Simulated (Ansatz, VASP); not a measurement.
One calculation of BP, two programs

```xyz
2
Lattice="0.0000 2.5286 2.2413 2.2413 0.0000 2.2413 2.2413 2.5286 0.0000" Properties=species:S:1:pos:R:3 pbc="T T T"
B     0.0000    0.0000    0.0000
P     3.3619    3.7929    3.3619
```

Alike in both runs: task single point; functional PBE; k mesh 12 × 12 × 12; occupations gaussian, width 0.05 eV; no spin polarisation.

```csv
,VASP,Ansatz
version,VASP 6.6.1,Ansatz 0.2.0
potentials or method,"VASP PAW PBE potentials, release 64 (B, P), cutoff 520 eV","scalar-relativistic, plane waves, PAW"
valence electrons in the cell,8,8
```

```csv
,VASP,Ansatz,Ansatz less VASP
gap on the k mesh at the Fermi level (eV),0.47,0.48,+0.004
least direct gap on the mesh (eV),2.71,2.71,+0.003
pressure (GPa),-10.9,-10.7,+0.16
"traceless stress, the component that is largest in VASP (GPa)",-22.90,-22.88,+0.023
```

With one functional, cell and mesh, what is left measures potentials, basis and numerics.
